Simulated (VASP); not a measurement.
# TiSi2: single point with PBE

TiSi2:

```
CELL_PARAMETERS angstrom
-1.47287 1.71213 4.21208
1.47287 -1.71213 4.21208
1.47287 1.71213 -4.21208
ATOMIC_POSITIONS crystal
Ti 0.00000 0.00000 0.00000
Si 0.32992 0.32992 0.00000
Si 0.67008 0.67008 0.00000
```

```json
{"Program": "VASP 6.6.1", "Task": "single point", "Functional": "PBE", "Potentials or basis": "VASP PAW PBE potentials, release 64 (Ti_sv, Si)", "Cutoff": "520 eV", "k mesh": "6 × 6 × 6", "Occupations": "fermi-dirac, width 0.072 eV", "Spin": "no spin polarisation", "Dipole correction": "no", "Further INCAR settings": "ALGO = Normal; EDIFF = 1e-07; NBANDS = 17"}
```

```
Pressure               : 0.4 GPa
Largest force          : 0.160 eV/Å
Band gap on the k mesh : zero (band 10 reaches 11.28 eV, above the bottom of band 11 at 9.17 eV)
```

Forces on the atoms (eV/Å):
```
Ti   0.000  0.000  0.000
Si   0.000  0.000 -0.160
Si   0.000  0.000  0.160
```

Stress tensor (GPa, compression positive):
```
 3.16  0.00  0.00
 0.00 -0.76  0.00
 0.00  0.00 -1.13
```

Levels at points of the mesh, in eV from the Fermi level:
```tsv
k point	band 6	band 7	band 8	band 9	band 10	band 11	band 12	band 13	band 14	band 15
(0.00, 0.00, 0.00)	-4.68	-4.07	-2.06	-0.57	0.84	2.15	2.45	3.20	3.83	4.13
(0.50, 0.00, 0.00)	-9.02	-4.26	-3.68	-0.62	1.01	2.11	2.61	3.57	4.10	5.60
(0.00, 0.50, 0.00)	-8.03	-3.53	-3.32	-0.87	-0.37	1.03	2.88	3.42	4.08	4.29
(0.50, 0.50, 0.00)	-5.18	-4.96	-4.58	-2.80	-1.23	-0.58	2.81	2.94	3.18	3.54
(0.50, 0.50, 0.50)	-8.77	-1.21	-1.19	-0.27	0.51	2.04	2.50	2.56	3.75	3.89
```

It took 83 s on 1 thread of Intel Xeon 8259CL, with other jobs on the host, peak memory 0.21 GiB.

Caveat: the k points lie up to 0.47 Å⁻¹ apart.
